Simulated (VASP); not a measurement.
Here is a VASP 6.6.1 calculation.

The input INCAR:

```
  ALGO = Normal
  EDIFF = 1E-7
  ENCUT = 520
  GGA = PE
  ISIF = 2
  ISMEAR = 0
  LASPH = True
  LCHARG = True
  LELF = True
  LREAL = False
  LVHAR = True
  LWAVE = False
  NBANDS = 19
  NELM = 80
  PREC = Accurate
  SIGMA = 0.1
```

KPOINTS

```
k-points
0
Gamma
  4 4 4
```

Contents of POSCAR:

```
SbS
1.0
    2.0658345743     -6.3580089264      0.0000000000
    2.0658345743      6.3580089264      0.0000000000
    0.0000000000      0.0000000000      3.6526040410
Sb S
2 2
Direct
    0.3837153859      0.6162846141      0.7500000000
    0.6162846141      0.3837153859      0.2500000000
    0.1514488132      0.8485511868      0.7500000000
    0.8485511868      0.1514488132      0.2500000000
```

Potentials or basis: VASP PAW PBE potentials, release 64 (Sb, S).

Launch:

```sh
$ cat potpaw_PBE.64/Sb/POTCAR potpaw_PBE.64/S/POTCAR > POTCAR
$ mpirun -np 1 vasp_std > vasp.out
```

Task: What does it give for the band gap on the k mesh?

Result: Zero (band 11 reaches 8.23 eV, above the bottom of band 12 at 6.07 eV).

Task: Predict the largest force.

Result: 0.015 eV/Å.

Task: What does it give for the pressure?

Result: -0.4 GPa.

Forces on the atoms (eV/Å):
```
Sb   0.000  0.007  0.000
Sb   0.000 -0.007  0.000
S    0.000 -0.015  0.000
S    0.000  0.015  0.000
```

Caveat: the k points lie up to 0.43 Å⁻¹ apart; spin-orbit coupling is left out, which moves the levels of the heavy elements.
